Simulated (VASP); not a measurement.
## P: single point with PBE

Crystal: P.

```
CELL_PARAMETERS angstrom
1.70487 -5.81200 0.00000
1.70487 5.81200 0.00000
0.00000 0.00000 4.62614
ATOMIC_POSITIONS crystal
P 0.09407 0.90593 0.91372
P 0.59407 0.40593 0.58628
P 0.90593 0.09407 0.08628
P 0.40593 0.59407 0.41372
```

This cell differs from its parent crystal: strain +0.030 along x and y, +0.015 along z.

* Program: VASP 6.6.1
* Task: single point
* Functional: PBE
* Potentials or basis: VASP PAW PBE potentials, release 64 (P)
* Cutoff: 520 eV
* k mesh: 10 × 10 × 8
* Occupations: gaussian, width 0.03 eV
* Spin: no spin polarisation

```json
{"Pressure": "-4.6 GPa", "Largest force": "0.569 eV/Å", "Band gap on the k mesh": "0.22 eV"}
```

Forces on the atoms (eV/Å):
```
P    0.000  0.506 -0.261
P    0.000  0.506  0.261
P    0.000 -0.506  0.261
P    0.000 -0.506 -0.261
```

Stress tensor (GPa, compression positive):
```
-6.00  0.00  0.00
 0.00 -4.14  0.00
 0.00  0.00 -3.65
```

Levels at points of the mesh, in eV from the valence-band top:
| k point | band 7 | band 8 | band 9 | band 10 | band 11 | band 12 | band 13 | band 14 |
| --- | --- | --- | --- | --- | --- | --- | --- | --- |
| (0.00, 0.00, 0.00) | -3.61 | -2.30 | -2.23 | -0.79 | 0.85 | 1.24 | 1.95 | 2.84 |
| (0.50, 0.00, 0.00) | -2.96 | -2.96 | -2.29 | -2.29 | 0.91 | 0.91 | 1.70 | 1.70 |
| (0.50, 0.50, 0.00) | -3.68 | -2.13 | -1.45 | 0.00 | 0.22 | 1.10 | 2.04 | 2.77 |
| (0.00, 0.00, 0.50) | -2.87 | -2.87 | -1.31 | -1.31 | 1.37 | 1.37 | 2.89 | 2.89 |
| (0.50, 0.00, 0.50) | -4.86 | -4.86 | -1.58 | -1.58 | 1.86 | 1.86 | 3.60 | 3.60 |
| (0.50, 0.50, 0.50) | -2.62 | -2.62 | -1.58 | -1.58 | 1.44 | 1.44 | 2.47 | 2.47 |

Wall time 2.3 min on 1 thread of Intel(R) Xeon(R) 6975P-C (Granite Rapids), with other jobs on the host, peak memory 0.36 GiB.

Caveat: the cell differs from its parent crystal (strain +0.030 along x and y, +0.015 along z); the cell stands under tension. A k mesh can miss the band edges.
